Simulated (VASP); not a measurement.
Runs of VASP 6.6.1 on Ga2PN. The structure is tetragonal, space group P4/mmm (No. 123). Conventional cell: a = 3.352 Å, b = 3.352 Å, c = 4.733 Å, α = 90.00°, β = 90.00°, γ = 90.00°. Within 3.1 Å of N (site symmetry 4/mmm) lie 6 Ga at 2.37 Å. Within 3.1 Å of Ga (site symmetry 4/mmm) lie 2 N at 2.37 Å and 4 P at 2.37 Å. Within 3.1 Å of Ga (site symmetry 4/mmm) lie 2 P at 2.37 Å and 4 N at 2.37 Å. Within 3.1 Å of P (site symmetry 4/mmm) lie 6 Ga at 2.37 Å. 

| level | k mesh | cutoff (eV) | smearing | gap on the mesh (eV) | pressure (GPa) |
| --- | --- | --- | --- | --- | --- |
| PBE | 6 × 6 × 4 | 600 | methfessel-paxton 0.5 eV | none | 4.5 |
| r2SCAN | 6 × 6 × 4 | 660 | fermi-dirac 0.02 eV | none | 0.4 |
| PBE | 3 × 3 × 3 | 600 | fermi-dirac 0.02 eV | none | 6.0 |
| PBEsol | 6 × 6 × 4 | 600 | fermi-dirac 0.02 eV | none | (a) |

Alike in all rows: task single point; potentials or basis VASP PAW PBE potentials, release 64 (N, Ga_d, P); no spin polarisation; cell as given.

Problem. Estimate the missing entries.

Solution. (a) -0.6.

Caveats: some runs use coarse meshes; the PAW data sets were made with another functional, which shifts forces and pressure a little (at least some runs); the cell stands under pressure (at least some runs); so wide a smearing shifts energies and pressures (at least some runs).

A k mesh can miss the band edges, and the runs leave out spin-orbit coupling on Ga.

A gap of «none» marks levels without a gap at the run's occupations.
